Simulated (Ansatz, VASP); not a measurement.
**Al2Au in VASP and in Ansatz**

```
CELL_PARAMETERS angstrom
0.00000 3.00233 3.00233
3.00233 0.00000 3.00233
3.00233 3.00233 0.00000
ATOMIC_POSITIONS crystal
Al 0.25000 0.25000 0.25000
Al 0.75000 0.75000 0.75000
Au 0.00000 0.00000 0.00000
```

Alike in both runs: task relaxation of cell and atoms; functional PBE; k mesh 14 × 14 × 14; occupations gaussian, width 0.1 eV; no spin polarisation.

|  | VASP | Ansatz |
| --- | --- | --- |
| version | VASP 6.6.1 | Ansatz 0.2.0 |
| potentials or method | VASP PAW PBE potentials, release 64 (Al, Au), cutoff 600 eV | scalar-relativistic, plane waves, PAW |
| valence electrons in the cell | 17 | 25 |

|  | VASP | Ansatz | Ansatz less VASP |
| --- | --- | --- | --- |
| gap on the k mesh at the Fermi level, each at its own relaxed structure (eV) | none | none | - |
| relaxed volume (Å³/atom) | 18.52 | 18.56 | +0.041 |
| relaxed cell length with the largest relative difference (Å) | 4.283 | 4.287 | +0.0032 |

A gap of «none» marks a metal or a gap that the smearing closes. VASP's potentials hold 17 valence electrons a cell and Ansatz's 25, so a difference there can come from the potentials and not from the codes.

Neither program's run includes spin-orbit coupling.
